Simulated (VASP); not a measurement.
# GaAs (F-43m) in VASP: further runs

Aim: see how the results for GaAs move with the level of theory and the settings. Levels: revPBE+D3(BJ), LDA, PBE, BHLYP. Tasks: relaxation of cell and atoms, single point.

Everything below comes from runs of VASP 6.6.1. Logs are shortened: lines on timing, memory, paths and dates and some standing lists are left out, and cuts for length are marked.

### Step 1. The cell of the first run

The structure is cubic, space group F-43m (No. 216). Conventional cell: a = 5.654 Å, b = 5.654 Å, c = 5.654 Å, α = 90.00°, β = 90.00°, γ = 90.00°. As (site symmetry -43m) has 4 Ga at 2.45 Å within 3.2 Å. Ga (site symmetry -43m) has 4 As at 2.45 Å within 3.2 Å.

### Step 2. Relaxation of cell and atoms, revPBE+D3(BJ)

INCAR reads:

```
SYSTEM = GaAs
PREC = Accurate ; ENCUT = 600
EDIFF = 1E-6 ; ISMEAR = -1
SIGMA = 0.05 ; LREAL = .False.
LASPH = .True. ; NELM = 80
ALGO = Normal ; ISIF = 3
LWAVE = .False. ; LCHARG = .False.
GGA = RE ; IVDW = 12
IBRION = 2 ; NSW = 80
EDIFFG = -0.02
```

KPOINTS reads:

```
regular mesh
0
Gamma
  8 8 8
  0 0 0
```

POSCAR reads:

```
GaAs
1.0
    0.0000000000      2.8268500000      2.8268500000
    2.8268500000      0.0000000000      2.8268500000
    2.8268500000      2.8268500000      0.0000000000
As Ga
1 1
Direct
    0.7500000000      0.7500000000      0.7500000000
    0.0000000000      0.0000000000      0.0000000000
```

Potentials or basis: VASP PAW PBE potentials, release 64 (As, Ga_d).

The run is started by

```sh
cat potpaw_PBE.64/As/POTCAR potpaw_PBE.64/Ga_d/POTCAR > POTCAR
mpirun -np 1 vasp_std > vasp.out
```

OUTCAR:

```text
SYSTEM = GaAs
   PREC = Accurate
   ENCUT = 600
   EDIFF = 1E-6
   ISMEAR = -1
   LREAL = .False.
   LASPH = .True.
   NELM = 80
   ISIF = 3
   GGA = RE
   IVDW = 12
   IBRION = 2
   NSW = 80
   EDIFFG = -0.02
 IVDW          = 12

 ion  position               nearest neighbor table
   1  0.750  0.750  0.750-   2 2.45   2 2.45   2 2.45   2 2.45
   2  0.000  0.000  0.000-   1 2.45   1 2.45   1 2.45   1 2.45

  LATTYP: Found a face centered cubic cell.
 ALAT       =     5.6537000000

  Lattice vectors:

 A1 = (   0.0000000000,   2.8268500000,   2.8268500000)
 A2 = (   2.8268500000,   0.0000000000,   2.8268500000)
 A3 = (   2.8268500000,   2.8268500000,   0.0000000000)

Analysis of symmetry for initial positions (statically):
=====================================================================
 Subroutine PRICEL returns:
 Original cell was already a primitive cell.

 Routine SETGRP: Setting up the symmetry group for a
 face centered cubic supercell.

 Subroutine GETGRP returns: Found 24 space group operations
 (whereof 24 operations were pure point group operations)
 out of a pool of 48 trial point group operations.

The static configuration has the point symmetry T_d .

Analysis of symmetry for dynamics (positions and initial velocities):
=====================================================================
 Subroutine PRICEL returns:
 Original cell was already a primitive cell.

 Routine SETGRP: Setting up the symmetry group for a
 face centered cubic supercell.

 Subroutine GETGRP returns: Found 24 space group operations
 (whereof 24 operations were pure point group operations)
 out of a pool of 48 trial point group operations.

The dynamic configuration has the point symmetry T_d .

 Subroutine INISYM returns: Found 24 space group operations
 (whereof 24 operations are pure point group operations),
 and found     1 'primitive' translations

----------------------------------------------------------------------------------------

                                     Primitive cell

  volume of cell :      45.1792

  direct lattice vectors                    reciprocal lattice vectors
     0.000000000  2.826850000  2.826850000    -0.176875321  0.176875321  0.176875321
     2.826850000  0.000000000  2.826850000     0.176875321 -0.176875321  0.176875321
[... 93 lines left out ...]
   POTIM  = 0.5000    time-step for ionic-motion
   TEBEG  =    0.0;   TEEND  =   0.0 temperature during run
   PSTRESS=    0.0 pullay stress
   NELECT =      18.0000    total number of electrons
   NUPDOWN=      -1.0000    fix difference up-down
   EMIN   =  10.00;   EMAX   =-10.00  energy-range for DOS
   EFERMI =   0.00;   METHOD = LEGACY
   ISMEAR =    -1;   SIGMA  =   0.05  broadening in eV -4-tet -1-fermi 0-gaus
   EFERMI_NEDOS =   21; number of points for ismear=-14 and -15
   IALGO  =     38    algorithm
   IMIX   =      4    mixing-type and parameters
     AMIX     =   0.40;   BMIX     =  1.00
     AMIX_MAG =   1.60;   BMIX_MAG =  1.00
  volume/ion in A,a.u.               =      22.59       152.44
  Fermi-wavevector in a.u.,A,eV,Ry     =   1.204628  2.276417 19.743799  1.451128
  Thomas-Fermi vector in A             =   2.340347
   LORBIT       =      0    0 simple, 1 ext, 2 COOP (PROOUT), +10 PAW based schemes
   GGA     = RE    functional components
   LHFCALC =     F    Hartree Fock is set to
   AEXX    =    0.0000 exact exchange contribution
   IVDW    =    12    specifies the selected vdW correction
   LEPSILON=     F    determine dielectric tensor
   LRPA    =     F    only Hartree local field effects (RPA)
 conjugate gradient relaxation of ions
 non-spin polarized calculation
  energy-cutoff  :      600.00
  volume of cell :       45.18
 maximum number of plane-waves:      1540
   NGX = 15   NGY = 15   NGZ = 15

 number of electron      18.0000011 magnetization

 Free energy of the ion-electron system (eV)
  ---------------------------------------------------
  ext. energy  EPLUGINS =         0.00000000
  ---------------------------------------------------
  free energy    TOTEN  =        -7.64631114 eV

  energy without entropy =       -7.64630005  energy(sigma->0) =       -7.64630559

 E-fermi :   4.3445     XC(G=0):  -9.4643

 val. band max:        4.0092630198   @ k =   0.0000   0.0000   0.0000
 cond. band min:       4.6216231065   @ k =   0.0000   0.0000   0.0000
 fundamental gap:      0.6123600867
 Fermi energy:         4.3445020265

 k-point     1 :       0.0000    0.0000    0.0000
  band No.  band energies     occupation
      1     -10.7985      2.00000
      2     -10.7985      2.00000
      3     -10.7985      2.00000
      4     -10.7195      2.00000
      5     -10.7195      2.00000
      6      -8.6880      2.00000
      7       4.0093      1.99755
      8       4.0093      1.99755
      9       4.0093      1.99755
     10       4.6216      0.00780
     11       7.7587      0.00000
     12       7.7587      0.00000
     13       7.7587      0.00000
[... 354 lines left out ...]
  band No.  band energies     occupation
      1     -10.8855      2.00000
      2     -10.7737      2.00000
      3     -10.7662      2.00000
      4     -10.7237      2.00000
      5     -10.7160      2.00000
      6      -6.5845      2.00000
      7      -2.4460      2.00000
      8       0.8052      2.00000
      9       2.0801      2.00000
     10       7.0826      0.00000
     11       8.2286      0.00000
     12      10.3768      0.00000
     13      11.7480      0.00000

 [... further k-points ...]

------------------------ aborting loop because EDIFF is reached ----------------------------------------

 Edisp (eV)   -1.24489

 E8    (eV) :    -0.8814

  FORCE on cell =-STRESS in cart. coord.  units (eV):
  Direction    XX          YY          ZZ          XY          YZ          ZX
  --------------------------------------------------------------------------------------
  -------------------------------------------------------------------------------------
  Total      -0.00447    -0.00447    -0.00447     0.00000     0.00000     0.00000
  in kB      -0.15867    -0.15867    -0.15867     0.00000     0.00000     0.00000
  external pressure =       -0.16 kB  Pullay stress =        0.00 kB

 VOLUME and BASIS-vectors are now :
 -----------------------------------------------------------------------------
  energy-cutoff  :      600.00
  volume of cell :       45.18
      direct lattice vectors                 reciprocal lattice vectors
     0.000000000  2.826850000  2.826850000    -0.176875321  0.176875321  0.176875321
     2.826850000  0.000000000  2.826850000     0.176875321 -0.176875321  0.176875321
     2.826850000  2.826850000  0.000000000     0.176875321  0.176875321 -0.176875321

 POSITION                                       TOTAL-FORCE (eV/Angst)
 -----------------------------------------------------------------------------------
      4.24027      4.24027      4.24027         0.000000      0.000000     -0.000000
      0.00000      0.00000      0.00000        -0.000000     -0.000000      0.000000
 -----------------------------------------------------------------------------------
    total drift:                               -0.000002     -0.000002     -0.000002

  FREE ENERGIE OF THE ION-ELECTRON SYSTEM (eV)
  ---------------------------------------------------
  free  energy   TOTEN  =        -8.8911976902 eV

  energy  without entropy=       -8.8911865982  energy(sigma->0) =       -8.89119214

 reached required accuracy - stopping structural energy minimisation
```

OSZICAR:

```text
N       E                     dE             d eps       ncg     rms          rms(c)
DAV:   1     0.867142007559E+02    0.86714E+02   -0.10052E+04   778   0.205E+03
DAV:   2    -0.578397219745E+00   -0.87293E+02   -0.84399E+02   802   0.360E+02
DAV:   3    -0.765368203356E+01   -0.70753E+01   -0.69899E+01   954   0.799E+01
DAV:   4    -0.777623444934E+01   -0.12255E+00   -0.12250E+00   817   0.118E+01
DAV:   5    -0.777859062883E+01   -0.23562E-02   -0.23561E-02   960   0.145E+00    0.295E+00
DAV:   6    -0.765486737725E+01    0.12372E+00   -0.23832E-01  1176   0.943E+00    0.181E+00
DAV:   7    -0.764228669861E+01    0.12581E-01   -0.76429E-02  1031   0.227E+00    0.571E-01
DAV:   8    -0.764527084291E+01   -0.29841E-02   -0.11633E-02   829   0.150E+00    0.108E-01
DAV:   9    -0.764606900127E+01   -0.79816E-03   -0.14603E-03   914   0.495E-01    0.605E-02
DAV:  10    -0.764619363242E+01   -0.12463E-03   -0.11698E-04   912   0.116E-01    0.337E-02
DAV:  11    -0.764631015693E+01   -0.11652E-03   -0.24103E-04   809   0.109E-01    0.509E-03
DAV:  12    -0.764631113810E+01   -0.98117E-06   -0.27591E-06   921   0.225E-02
   1 F= -.88911977E+01 E0= -.88911921E+01  d E =-.889120E+01
```

CONTCAR:

```text
GaAs
   1.00000000000000
     0.0000000000000000    2.8268499999999999    2.8268499999999999
     2.8268499999999999    0.0000000000000000    2.8268499999999999
     2.8268499999999999    2.8268499999999999    0.0000000000000000
  As              Ga
     1     1
Direct
     0.7500000000000000    0.7500000000000000    0.7500000000000000
     0.0000000000000000    0.0000000000000000    0.0000000000000000

  0.00000000E+00  0.00000000E+00  0.00000000E+00
  0.00000000E+00  0.00000000E+00  0.00000000E+00
```

It took 7.3 s on 1 thread of Intel Xeon 6975P-C (Granite Rapids), shared host; peak memory 0.19 GiB.

Results:

```
Free energy                : -8.8912 eV
Pressure after relaxing    : 0.0 GPa
Band gap on the k mesh     : 0.61 eV, direct
Dispersion energy per atom : -0.622 eV
```

Final structure:
```
As Ga
1.0
     0.00000    2.82685    2.82685
     2.82685    0.00000    2.82685
     2.82685    2.82685    0.00000
As Ga
1 1
Cartesian
  4.2403 4.2403 4.2403
  0.0000 0.0000 0.0000
```

Caveat: the relaxation stopped at its first step, so nothing moved; the PAW data sets were made with another functional, which shifts forces and pressure a little. As with any semilocal functional, this revPBE gap is likely too small.

### Step 3. Single point, LDA, non-collinear spin, zero start, spin-orbit coupling

INCAR reads:

```
SYSTEM = GaAs
PREC = Accurate
ENCUT = 520
EDIFF = 1E-6
ISMEAR = -1
SIGMA = 0.05
LREAL = .FALSE.
LASPH = .TRUE.
NELM = 150
ALGO = Normal
ISIF = 2
LWAVE = .FALSE.
LCHARG = .FALSE.
LNONCOLLINEAR = .TRUE.
MAGMOM = 0 0 0 0 0 0
LORBIT = 11
LSORBIT = .TRUE.
GGA_COMPAT = .FALSE.
LORBMOM = .TRUE.
GGA = CA
NBANDS = 30
```

KPOINTS reads:

```
regular mesh
0
G
  6 6 6
  0 0 0
```

POSCAR is that of step 2.

Potentials or basis: VASP PAW LDA potentials, release 64 (As, Ga_d).

The run is started by

```sh
cat potpaw_LDA.64/As/POTCAR potpaw_LDA.64/Ga_d/POTCAR > POTCAR
mpirun -np 1 vasp_ncl > vasp.out
```

It took 31 s on 1 thread of Intel Xeon 6975P-C (Granite Rapids), shared host; peak memory 0.25 GiB.

Results (log left out):

```
Free energy                                           : -9.6285 eV
Pressure                                              : -1.6 GPa
Net moment                                            : 0.00 μB per cell
Valence electrons inside the program's atomic spheres : As 2.84; Ga 11.69
```

Moments on the atoms (μB; x, y, z):
```
As  0.00 0.00 0.00
Ga  0.00 0.00 0.00
```

### Step 4. Single point, PBE

INCAR reads:

```
SYSTEM = GaAs
ALGO     = Normal         ! electronic algorithm
EDIFF    = 1E-7           ! SCF threshold, eV
ENCUT    = 520            ! plane-wave cutoff, eV
GGA      = PE             ! functional
ISIF     = 2              ! what is computed and relaxed
ISMEAR   = -1             ! smearing method
LASPH    = .True.         ! aspherical terms in the spheres
LCHARG   = .True.         ! write CHGCAR
LELF     = .True.         ! ELF
LREAL    = .False.        ! projectors in reciprocal space
LVHAR    = .True.       
LWAVE    = .False.        ! write WAVECAR
NBANDS   = 16             ! bands
NELM     = 60             ! most SCF steps
PREC     = Accurate       ! precision mode
SIGMA    = 0.04           ! smearing width, eV
```

KPOINTS reads:

```
k-points
0
Gamma
  5 5 5
  0 0 0
```

POSCAR is that of step 3.

Potentials or basis: VASP PAW PBE potentials, release 64 (As, Ga_d).

The run is started by

```sh
cat potpaw_PBE.64/As/POTCAR potpaw_PBE.64/Ga_d/POTCAR > POTCAR
mpirun -np 1 vasp_std > vasp.out
```

Wall time 12 s (1 thread of Intel Xeon 8259CL, shared host); peak memory 0.17 GiB.

Results (log left out):

* Free energy: -8.1887 eV
* Pressure: 3.5 GPa
* Band gap on the k mesh: 0.52 eV, direct

Levels at points of the mesh, in eV from the valence-band top:
```tsv
k point	band 7	band 8	band 9	band 10	band 11	band 12
(0.00, 0.00, 0.00)	0.00	0.00	0.00	0.52	3.71	3.71
```

### Step 5. Single point, BHLYP

This run uses another cell than the first one, of 23.94 Å³/atom, 1.060 times its volume.

POSCAR reads:

```
GaAs
1.0
    0.0000000000      2.8822925071      2.8822925071
    2.8822925071      0.0000000000      2.8822925071
    2.8822925071      2.8822925071      0.0000000000
As Ga
1 1
Direct
    0.7500000000      0.7500000000      0.7500000000
    0.0000000000      0.0000000000      0.0000000000
```

INCAR.step1 reads:

```
SYSTEM = GaAs
PREC = Accurate
ENCUT = 520
EDIFF = 1E-5
ISMEAR = -1
SIGMA = 0.05
LREAL = .FALSE.
LASPH = .TRUE.
NELM = 100
ALGO = Normal
ISIF = 2
LWAVE = .TRUE.
NBANDS = 16
GGA = PE
```

INCAR.step2 reads:

```
SYSTEM = GaAs
PREC = Accurate
ENCUT = 520
EDIFF = 1E-6
ISMEAR = -1
SIGMA = 0.05
LREAL = .FALSE.
LASPH = .TRUE.
NELM = 100
ALGO = Normal
ISIF = 2
LWAVE = .FALSE.
LCHARG = .TRUE.
GGA = B5
LHFCALC = .TRUE.
AEXX = 0.5
ALDAX = 0.5
AGGAX = 0.5
AGGAC = 1.0
ALDAC = 0.0
PRECFOCK = Normal
LELF = .TRUE.
LVHAR = .TRUE.
NBANDS = 16
ISTART = 1
```

KPOINTS reads:

```
Automatic mesh
0
G
  4 4 4
  0 0 0
```

The run is started by

```sh
cat potpaw_PBE.64/As/POTCAR potpaw_PBE.64/Ga_d/POTCAR > POTCAR
cp INCAR.step1 INCAR
mpirun -np 1 vasp_std > vasp.out
cp INCAR.step2 INCAR
mpirun -np 1 vasp_std > vasp.out
```

It took 9.4 min on 1 thread of AMD EPYC 7R13 (Zen 3), shared host; peak memory 0.14 GiB.

The run converged. Its results:

- Free energy: -12.0259 eV
- Pressure: -2.5 GPa
- Band gap on the k mesh: 3.28 eV, direct

Levels at points of the mesh, in eV from the valence-band top:
```csv
k point,band 5,band 6,band 7,band 8,band 9,band 10,band 11,band 12,band 13,band 14
"(0.00, 0.00, 0.00)",-19.96,-14.79,0.00,0.00,0.00,3.28,6.94,6.94,6.94,11.03
"(0.50, 0.00, 0.00)",-19.96,-12.92,-7.43,-1.22,-1.22,3.90,7.91,7.91,11.21,13.90
"(0.50, 0.50, 0.00)",-19.95,-12.11,-7.69,-2.88,-2.88,4.49,4.68,13.91,13.91,14.52
```

Caveat: the k points lie up to 0.47 Å⁻¹ apart; the PAW data sets were made with another functional, which shifts forces and pressure a little.

### Step 6. The runs side by side

```tsv
task	level	potentials or basis	spin	cell	k mesh	cutoff (eV)	smearing	grid for exact exchange (PRECFOCK)	gap on the mesh (eV)	pressure (GPa)
relaxation of cell and atoms	revPBE+D3(BJ)	VASP PAW PBE potentials, release 64 (As, Ga_d)	off	relaxed from a = 3.998 Å, angles 60.0°, 2 atoms	8 × 8 × 8	600	fermi-dirac 0.05 eV	-	0.61	0.0
single point	LDA	VASP PAW LDA potentials, release 64 (As, Ga_d)	non-collinear, zero start, SOC	a = 3.998 Å, angles 60.0°, 2 atoms	6 × 6 × 6	520	fermi-dirac 0.05 eV	-	-	-1.6
single point	PBE	VASP PAW PBE potentials, release 64 (As, Ga_d)	off	a = 3.998 Å, angles 60.0°, 2 atoms	5 × 5 × 5	520	fermi-dirac 0.04 eV	-	0.52	3.5
single point	BHLYP	VASP PAW PBE potentials, release 64 (As, Ga_d)	off	a = 4.076 Å, angles 60.0°, 2 atoms	4 × 4 × 4	520	fermi-dirac 0.05 eV	Normal	3.28	-2.5
```

Caveats: some runs use coarse meshes; the PAW data sets were made with another functional, which shifts forces and pressure a little (some runs); the relaxation stopped at its first step, so nothing moved (some runs).

Absolute energies hang on the potentials; compare differences alone.
